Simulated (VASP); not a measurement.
Input of a VASP 6.6.1 run:

File INCAR:

```
SYSTEM = Mo
  ALGO = Normal
  EDIFF = 1E-6
  ENCUT = 520
  GGA = PS
  ISIF = 2
  ISMEAR = -1
  LASPH = .True.
  LCHARG = .True.
  LELF = .True.
  LREAL = .False.
  LVHAR = .True.
  LWAVE = .False.
  NBANDS = 13
  NELM = 60
  PREC = Accurate
  SIGMA = 0.1
```

Contents of KPOINTS:

```
k-points
0
Gamma
  14 14 14
  0 0 0
```

Contents of POSCAR:

```
Mo
1.0
   -1.5657954897      1.5657954897      1.5657954897
    1.5657954897     -1.5657954897      1.5657954897
    1.5657954897      1.5657954897     -1.5657954897
Mo
1
Direct
    0.0000000000      0.0000000000      0.0000000000
```

Potentials or basis: VASP PAW PBE potentials, release 64 (Mo_sv).

Run with:

```sh
$ cat potpaw_PBE.64/Mo_sv/POTCAR > POTCAR
$ mpirun -np 1 vasp_std > vasp.out
```

Task: Predict the band gap on the k mesh.

Result: Zero (band 7 reaches 16.86 eV, above the bottom of band 8 at 11.35 eV).

Task: What does it give for the pressure?

Result: 0.6 GPa.

Caveat: the PAW data sets were made with another functional, which shifts forces and pressure a little.
